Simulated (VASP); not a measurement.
Wanted: the native input for a VASP 6.6.1 run.

```
Task                   : single point
Functional             : PBE
Potentials or basis    : VASP PAW PBE potentials, release 64 (Pt)
Cutoff                 : 520 eV
k mesh                 : 18 × 18 × 10
Occupations            : gaussian, width 0.15 eV
Spin                   : no spin polarisation
Dipole correction      : no
Further INCAR settings : ALGO = Normal; EDIFF = 1e-06; NBANDS = 17
```

The structure of Pt lies in POSCAR:

```
Pt
1.0
    2.5654000000      0.0000000000      0.0000000000
   -1.2827000000      2.2217015709      0.0000000000
    0.0000000000      0.0000000000      4.6021000000
Pt
2
Direct
    0.6666666667      0.3333333333      0.7500000000
    0.3333333333      0.6666666667      0.2500000000
```

One way to write it, as run:

INCAR

```
PREC = Accurate
ENCUT = 520
EDIFF = 1E-6
ISMEAR = 0
SIGMA = 0.15
LREAL = False
LASPH = True
NELM = 60
ALGO = Normal
ISIF = 2
LWAVE = False
LCHARG = False
GGA = PE
NBANDS = 17
```

KPOINTS

```
regular mesh
0
Gamma
  18 18 10
```

Potentials or basis: VASP PAW PBE potentials, release 64 (Pt).

Command:

```sh
$ cat potpaw_PBE.64/Pt/POTCAR > POTCAR
$ mpirun -np 1 vasp_std > vasp.out
```

It gave:

The pressure is 75.0 GPa and the band gap on the k mesh is zero (band 10 reaches 15.03 eV, above the bottom of band 11 at 13.15 eV).

Caveat: spin-orbit coupling is left out, which moves the levels of the heavy elements.

Run time: 30 s on 1 thread of Intel(R) Xeon(R) 6975P-C (Granite Rapids) (shared host), peak memory 0.2 GiB.
